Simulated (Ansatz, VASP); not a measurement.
**RbAl in VASP and in Ansatz**

```
CELL_PARAMETERS angstrom
10.15553 0.00000 0.00000
0.00000 6.90503 0.00000
0.00000 0.00000 5.88903
ATOMIC_POSITIONS crystal
Rb 0.00000 0.50000 0.74966
Rb 0.50000 0.00000 0.25034
Al 0.00000 0.00000 0.24844
Al 0.50000 0.50000 0.75156
```

Alike in both runs: functional PBE; k mesh 4 × 5 × 6; no spin polarisation.

Ansatz relaxed the structure, and its values are those at the end. VASP's run is a single point on that final structure, the one shown.

|  | VASP | Ansatz |
| --- | --- | --- |
| version | VASP 6.6.1 | Ansatz 0.2.0 |
| potentials or method | VASP PAW PBE potentials, release 64 (Rb_sv, Al), cutoff 520 eV | PAW plane waves |
| occupations | fermi-dirac, width 0.1 eV | fermi-dirac |
| valence electrons in the cell | 24 | 24 |

|  | VASP | Ansatz | Ansatz less VASP |
| --- | --- | --- | --- |
| pressure (GPa) | -1.1 | -1.1 | 0.00 |

Ansatz's warnings: stress scf threshold loose.
